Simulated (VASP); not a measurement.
# CaS (Fm-3m) in VASP: further runs, part 2 of 2

VASP 6.6.1.

**3. Single point, PBEsol, non-collinear spin, zero start, spin-orbit coupling**

INCAR reads:

```
SYSTEM = CaS
  ALGO = Normal
  EDIFF = 1E-6
  ENCUT = 500
  GGA = PS
  GGA_COMPAT = .False.
  ISIF = 2
  ISMEAR = 1
  LASPH = .True.
  LCHARG = .False.
  LNONCOLLINEAR = .True.
  LORBIT = 11
  LORBMOM = .True.
  LREAL = .False.
  LSORBIT = .True.
  LWAVE = .False.
  MAGMOM = 0 0 0 0 0 0
  NBANDS = 28
  NELM = 200
  PREC = Accurate
  SIGMA = 0.27211386245988
```

KPOINTS reads:

```
k-points
0
Gamma
  2 2 2
  0 0 0
```

POSCAR reads:

```
CaS
1.0
    0.0000000000      2.8523742917      2.8523742917
    2.8523742917      0.0000000000      2.8523742917
    2.8523742917      2.8523742917      0.0000000000
Ca S
1 1
Direct
    0.0000000000      0.0000000000      0.0000000000
    0.5000000000      0.5000000000      0.5000000000
```

Potentials or basis: VASP PAW PBE potentials, release 64 (Ca_sv, S).

Started as:

```
> cat potpaw_PBE.64/Ca_sv/POTCAR potpaw_PBE.64/S/POTCAR > POTCAR
> mpirun -np 1 vasp_ncl > vasp.out
```

OUTCAR:

```text
SYSTEM = CaS
   EDIFF = 1E-6
   ENCUT = 500
   GGA = PS
   ISIF = 2
   ISMEAR = 1
   LASPH = .True.
   LNONCOLLINEAR = .True.
   LORBIT = 11
   LREAL = .False.
   LSORBIT = .True.
   NELM = 200
   PREC = Accurate

 ion  position               nearest neighbor table
   1  0.000  0.000  0.000-   2 2.85   2 2.85   2 2.85   2 2.85   2 2.85   2 2.85
   2  0.500  0.500  0.500-   1 2.85   1 2.85   1 2.85   1 2.85   1 2.85   1 2.85

  LATTYP: Found a face centered cubic cell.
 ALAT       =     5.7047485834

  Lattice vectors:

 A1 = (   0.0000000000,   2.8523742917,   2.8523742917)
 A2 = (   2.8523742917,   0.0000000000,   2.8523742917)
 A3 = (   2.8523742917,   2.8523742917,   0.0000000000)

Analysis of symmetry for initial positions (statically):
=====================================================================
 Subroutine PRICEL returns:
 Original cell was already a primitive cell.

 Routine SETGRP: Setting up the symmetry group for a
 face centered cubic supercell.

 Subroutine GETGRP returns: Found 48 space group operations
 (whereof 48 operations were pure point group operations)
 out of a pool of 48 trial point group operations.

The static configuration has the point symmetry O_h .

Analysis of symmetry for dynamics (positions and initial velocities):
=====================================================================
 Subroutine PRICEL returns:
 Original cell was already a primitive cell.

 Routine SETGRP: Setting up the symmetry group for a
 face centered cubic supercell.

 Subroutine GETGRP returns: Found 48 space group operations
 (whereof 48 operations were pure point group operations)
 out of a pool of 48 trial point group operations.

The dynamic configuration has the point symmetry O_h .

Analysis of structural, dynamic, and magnetic symmetry:
=====================================================================
 Subroutine PRICEL returns:
 Original cell was already a primitive cell.

 Routine SETGRP: Setting up the symmetry group for a
 face centered cubic supercell.

[... 279 lines left out ...]
  1         0.000  -0.000  -0.000
  2         0.000   0.000   0.000
 ----------------------------------------
            0.000  -0.000  -0.000

 orbital moment (z)

 # of ion     p       d       tot
 ----------------------------------------
  1         0.000   0.000   0.000
  2         0.000   0.000   0.000
 ----------------------------------------
            0.000   0.000   0.000

 Spin-Orbit-Coupling matrix elements

 Ion:    1  E_soc:     -0.0058448
 l=   1
     0.0000000    -0.0009712    -0.0009712
    -0.0009712     0.0000000    -0.0009712
    -0.0009712    -0.0009712     0.0000000
 l=   2
     0.0000000     0.0000001     0.0000000     0.0000001    -0.0000031
     0.0000001     0.0000000    -0.0000023     0.0000001    -0.0000008
     0.0000000    -0.0000023     0.0000000    -0.0000023     0.0000000
     0.0000001     0.0000001    -0.0000023     0.0000000    -0.0000008
    -0.0000031    -0.0000008     0.0000000    -0.0000008     0.0000000
 l=   3
     0.0000000     0.0000000     0.0000000     0.0000000     0.0000000     0.0000000     0.0000000
     0.0000000     0.0000000     0.0000000     0.0000000     0.0000000     0.0000000     0.0000000
     0.0000000     0.0000000     0.0000000     0.0000000     0.0000000     0.0000000     0.0000000
     0.0000000     0.0000000     0.0000000     0.0000000     0.0000000     0.0000000     0.0000000
     0.0000000     0.0000000     0.0000000     0.0000000     0.0000000     0.0000000     0.0000000
     0.0000000     0.0000000     0.0000000     0.0000000     0.0000000     0.0000000     0.0000000
     0.0000000     0.0000000     0.0000000     0.0000000     0.0000000     0.0000000     0.0000000

 Ion:    2  E_soc:     -0.0023288
 l=   1
     0.0000000    -0.0003881    -0.0003881
    -0.0003881     0.0000000    -0.0003881
    -0.0003881    -0.0003881     0.0000000
 l=   2
     0.0000000     0.0000000     0.0000000     0.0000000     0.0000000
     0.0000000     0.0000000     0.0000000     0.0000000     0.0000000
     0.0000000     0.0000000     0.0000000     0.0000000     0.0000000
     0.0000000     0.0000000     0.0000000     0.0000000     0.0000000
     0.0000000     0.0000000     0.0000000     0.0000000     0.0000000
 l=   3
     0.0000000     0.0000000     0.0000000     0.0000000     0.0000000     0.0000000     0.0000000
     0.0000000     0.0000000     0.0000000     0.0000000     0.0000000     0.0000000     0.0000000
     0.0000000     0.0000000     0.0000000     0.0000000     0.0000000     0.0000000     0.0000000
     0.0000000     0.0000000     0.0000000     0.0000000     0.0000000     0.0000000     0.0000000
     0.0000000     0.0000000     0.0000000     0.0000000     0.0000000     0.0000000     0.0000000
     0.0000000     0.0000000     0.0000000     0.0000000     0.0000000     0.0000000     0.0000000
     0.0000000     0.0000000     0.0000000     0.0000000     0.0000000     0.0000000     0.0000000

 total charge

# of ion       s       p       d       tot
------------------------------------------
    1        2.021   5.858   0.239   8.119
    2        1.287   2.516   0.000   3.803
--------------------------------------------------
tot          3.308   8.374   0.239  11.922

 magnetization (x)

# of ion       s       p       d       tot
------------------------------------------
    1        0.000  -0.000  -0.000  -0.000
    2       -0.000   0.000   0.000  -0.000
--------------------------------------------------
tot         -0.000  -0.000  -0.000  -0.000

 magnetization (y)

# of ion       s       p       d       tot
------------------------------------------
    1        0.000  -0.000  -0.000   0.000
    2       -0.000  -0.000   0.000  -0.000
--------------------------------------------------
tot          0.000  -0.000  -0.000   0.000

 magnetization (z)

# of ion       s       p       d       tot
------------------------------------------
    1        0.000   0.000   0.000   0.000
    2        0.000   0.000   0.000   0.000
--------------------------------------------------
tot          0.000   0.000   0.000   0.000
```

stdout:

```text
POSCAR found type information on POSCAR CaS
 POSCAR found :  2 types and       2 ions
 scaLAPACK will be used
 -----------------------------------------------------------------------------
|                                                                             |
|                                                                             |
|     You enforced a specific xc type in the INCAR file but a different       |
|     I HOPE YOU KNOW WHAT YOU ARE DOING!                                     |
|                                                                             |
 -----------------------------------------------------------------------------

 LDA part: xc-table for (Slater+PW92), standard interpolation
 POSCAR, INCAR and KPOINTS ok, starting setup
 FFT: planning ... GRIDC
 FFT: planning ... GRID_SOFT
 FFT: planning ... GRID
 WAVECAR not read
 entering main loop
```

Run time: 53 s. Hardware: 1 thread of Intel Xeon 8259CL, shared host; peak memory 0.27 GiB.

Results:

| Item | Value |
| --- | --- |
| Free energy | -10.2881 eV |
| Pressure | 1.2 GPa |
| Net moment | 0.00 μB per cell |
| Valence electrons inside the program's atomic spheres | Ca 8.12; S 3.80 |

Moments on the atoms (μB; x, y, z):
```
Ca  0.00 0.00 0.00
S   0.00 0.00 0.00
```

Caveat: the k points lie up to 0.95 Å⁻¹ apart, too coarse for converged energies, forces and pressures; so wide a smearing shifts energies and pressures; the PAW data sets were made with another functional, which shifts forces and pressure a little.

**4. Single point, PBE, non-collinear spin, zero start, spin-orbit coupling**

INCAR reads:

```
PREC = Accurate
ENCUT = 500
EDIFF = 1E-6
ISMEAR = 0
SIGMA = 0.1
LREAL = False
LASPH = True
NELM = 200
ALGO = Normal
ISIF = 2
LWAVE = False
LCHARG = False
MAGMOM = 0 0 0 0 0 0
LORBIT = 11
LSORBIT = True
GGA_COMPAT = False
LORBMOM = True
GGA = PE
NBANDS = 28
```

KPOINTS reads:

```
Automatic mesh
0
Gamma
  2 2 2
```

POSCAR is that of step 3.

Started as:

```
> cat potpaw_PBE.64/Ca_sv/POTCAR potpaw_PBE.64/S/POTCAR > POTCAR
> mpirun -np 1 vasp_ncl > vasp.out
```

It took 52 s on 1 thread of Intel Xeon 8259CL, shared host; peak memory 0.27 GiB.

Results (log left out):

| Quantity | Value |
| --- | --- |
| Free energy | -9.7852 eV |
| Pressure | 3.4 GPa |
| Net moment | 0.00 μB per cell |
| Valence electrons inside the program's atomic spheres | Ca 8.12; S 3.83 |

Moments on the atoms (μB; x, y, z):
```
Ca  0.00 0.00 0.00
S   0.00 0.00 0.00
```

Caveat: the k points lie up to 0.95 Å⁻¹ apart, too coarse for converged energies, forces and pressures.

**5. Single point, PBE, collinear spin**

INCAR reads:

```
PREC     = Accurate       # precision mode
ENCUT    = 500            # plane-wave cutoff, eV
EDIFF    = 1E-6           # SCF threshold, eV
ISMEAR   = 0              # smearing method
SIGMA    = 0.1            # smearing width, eV
LREAL    = F              # projectors in reciprocal space
LASPH    = T              # aspherical terms in the spheres
NELM     = 200            # most SCF steps
ALGO     = Normal         # electronic algorithm
ISIF     = 2              # what is computed and relaxed
LWAVE    = F              # write WAVECAR
LCHARG   = F              # write CHGCAR
ISPIN    = 2              # spin polarisation
MAGMOM   = 0.36 0.95      # initial moments
LORBIT   = 11             # projections on sites
NUPDOWN  = 2.0            # fixed moment
GGA      = PE             # functional
NBANDS   = 19             # bands
GGA_COMPAT= F
```

KPOINTS reads:

```
regular mesh
0
Gamma
  4 4 4
```

POSCAR is that of step 4.

Potentials or basis: VASP PAW PBE potentials, release 64 (Ca_sv, S).

Started as:

```
> cat potpaw_PBE.64/Ca_sv/POTCAR potpaw_PBE.64/S/POTCAR > POTCAR
> mpirun -np 1 vasp_std > vasp.out
```

OUTCAR:

```text
PREC = Accurate
   ENCUT = 500
   EDIFF = 1E-6
   ISMEAR = 0
   LREAL = F
   LASPH = T
   NELM = 200
   ISIF = 2
   ISPIN = 2
   LORBIT = 11
   NUPDOWN = 2.0
   GGA = PE

 ion  position               nearest neighbor table
   1  0.000  0.000  0.000-   2 2.85   2 2.85   2 2.85   2 2.85   2 2.85   2 2.85
   2  0.500  0.500  0.500-   1 2.85   1 2.85   1 2.85   1 2.85   1 2.85   1 2.85

  LATTYP: Found a face centered cubic cell.
 ALAT       =     5.7047485834

  Lattice vectors:

 A1 = (   0.0000000000,   2.8523742917,   2.8523742917)
 A2 = (   2.8523742917,   0.0000000000,   2.8523742917)
 A3 = (   2.8523742917,   2.8523742917,   0.0000000000)

Analysis of symmetry for initial positions (statically):
=====================================================================
 Subroutine PRICEL returns:
 Original cell was already a primitive cell.

 Routine SETGRP: Setting up the symmetry group for a
 face centered cubic supercell.

 Subroutine GETGRP returns: Found 48 space group operations
 (whereof 48 operations were pure point group operations)
 out of a pool of 48 trial point group operations.

The static configuration has the point symmetry O_h .

Analysis of symmetry for dynamics (positions and initial velocities):
=====================================================================
 Subroutine PRICEL returns:
 Original cell was already a primitive cell.

 Routine SETGRP: Setting up the symmetry group for a
 face centered cubic supercell.

 Subroutine GETGRP returns: Found 48 space group operations
 (whereof 48 operations were pure point group operations)
 out of a pool of 48 trial point group operations.

The dynamic configuration has the point symmetry O_h .

Analysis of structural, dynamic, and magnetic symmetry:
=====================================================================
 Subroutine PRICEL returns:
 Original cell was already a primitive cell.

[... 133 lines left out ...]
  ext. energy  EPLUGINS =         0.00000000
  ---------------------------------------------------
  free energy    TOTEN  =        -5.57398826 eV

  energy without entropy =       -5.55434845  energy(sigma->0) =       -5.56416835

 E-fermi :   1.3237     XC(G=0):  -9.4157

 val. band max:        7.1176053115   @ k =  -0.2500   0.5000   0.2500
 cond. band min:       1.3982041543   @ k =   0.5000   0.2500   0.0000
 fundamental gap:     -5.7194011572
 Fermi energy:         7.2642608497

 spin component 1

 k-point     1 :       0.0000    0.0000    0.0000
  band No.  band energies     occupation
      1     -35.7219      1.00000
      2     -16.7742      1.00000
      3     -16.7742      1.00000
      4     -16.7742      1.00000
      5     -10.1320      1.00000
      6       1.2505      1.00000
[... 152 lines left out ...]
      5      -9.4829      1.00000
      6      -0.2536      1.00000
[... 11 lines left out ...]
     18      15.8835      0.00000
     19      16.4636      0.00000
 Fermi energy:         1.3237080639

 spin component 2

 k-point     1 :       0.0000    0.0000    0.0000
  band No.  band energies     occupation
      1     -35.4533      1.00000
      2     -16.4857      1.00000
      3     -16.4857      1.00000
      4     -16.4857      1.00000
      5      -9.1287      1.00000
      6       2.2282      0.00000
[... 153 lines left out ...]
      6       0.7569      1.00000
[... 11 lines left out ...]
     18      16.9024      0.00000
     19      17.4876      0.00000

------------------------ aborting loop because EDIFF is reached ----------------------------------------

  FORCE on cell =-STRESS in cart. coord.  units (eV):
  Direction    XX          YY          ZZ          XY          YZ          ZX
  --------------------------------------------------------------------------------------
  -------------------------------------------------------------------------------------
  Total        1.1585652      1.1585652      1.1585652     -0.0000000      0.0000000     -0.0000000
  in kB       39.9927734     39.9927734     39.9927734     -0.0000000      0.0000000     -0.0000000
  external PRESSURE =      39.9927734 kB  Pullay stress =       0.0000000 kB

 VOLUME and BASIS-vectors are now :
 -----------------------------------------------------------------------------
  energy-cutoff  :      500.00
  volume of cell :       46.41
      direct lattice vectors                 reciprocal lattice vectors
     0.000000000  2.852374292  2.852374292    -0.175292563  0.175292563  0.175292563
     2.852374292  0.000000000  2.852374292     0.175292563 -0.175292563  0.175292563
     2.852374292  2.852374292  0.000000000     0.175292563  0.175292563 -0.175292563

 POSITION                                       TOTAL-FORCE (eV/Angst)
 -----------------------------------------------------------------------------------
      0.00000      0.00000      0.00000         0.000000     -0.000000     -0.000000
      2.85237      2.85237      2.85237        -0.000000      0.000000      0.000000
 -----------------------------------------------------------------------------------
    total drift:                               -0.000000      0.000000      0.000000

  FREE ENERGIE OF THE ION-ELECTRON SYSTEM (eV)
  ---------------------------------------------------
  free  energy   TOTEN  =        -5.5739882554 eV

  energy  without entropy=       -5.5543484457  energy(sigma->0) =       -5.56416835

 total charge

# of ion       s       p       d       tot
------------------------------------------
    1        2.029   5.832   0.399   8.259
    2        1.367   2.244   0.000   3.611
--------------------------------------------------
tot          3.396   8.076   0.399  11.870

 magnetization (x)

# of ion       s       p       d       tot
------------------------------------------
    1        0.006   0.017   0.284   0.307
    2        0.028   0.556   0.000   0.584
--------------------------------------------------
tot          0.034   0.573   0.284   0.891
```

stdout:

```text
POSCAR found type information on POSCAR CaS
 POSCAR found :  2 types and       2 ions
 scaLAPACK will be used
 LDA part: xc-table for (Slater+PW92), standard interpolation
 POSCAR, INCAR and KPOINTS ok, starting setup
 FFT: planning ... GRIDC
 FFT: planning ... GRID_SOFT
 FFT: planning ... GRID
 WAVECAR not read
 entering main loop
```

Wall time 46 s (1 thread of Intel Xeon 8259CL, shared host); peak memory 0.18 GiB.

What came out:

```yaml
Free_energy: -5.5740 eV
Pressure: 4.0 GPa
Net_moment: 2.00 μB per cell
Site_moments: Ca +0.31; S +0.58 μB
Valence_electrons_inside_the_program's_atomic_spheres: Ca 8.26; S 3.61
```

Caveat: the k points lie up to 0.48 Å⁻¹ apart; the total moment is fixed, so each spin has its own Fermi level and the state may be an excited one.

**6. Summary**

| level | spin | fixed moment (μB) | k mesh | smearing | pressure (GPa) | moment (μB) |
| --- | --- | --- | --- | --- | --- | --- |
| PBE | non-collinear, zero start, SOC | - | 2 × 2 × 1 | gaussian 0.1 eV | 6.3 | 0.00 |
| PBEsol | non-collinear, zero start, SOC | - | 2 × 2 × 2 | methfessel-paxton 0.272114 eV | 1.2 | 0.00 |
| PBE | non-collinear, zero start, SOC | - | 2 × 2 × 2 | gaussian 0.1 eV | 3.4 | 0.00 |
| PBE | collinear | 2.0 | 4 × 4 × 4 | gaussian 0.1 eV | 4.0 | 2.00 |

Alike in all rows: task single point; potentials or basis VASP PAW PBE potentials, release 64 (Ca_sv, S); cell as given; cutoff (eV) 500.

Caveats: all runs use coarse meshes; so wide a smearing shifts energies and pressures (at least some runs); the PAW data sets were made with another functional, which shifts forces and pressure a little (at least some runs); the total moment is fixed, so each spin has its own Fermi level and the state may be an excited one (at least some runs).

Total energies depend on the potentials used, so only differences within one code and one set of settings carry meaning.
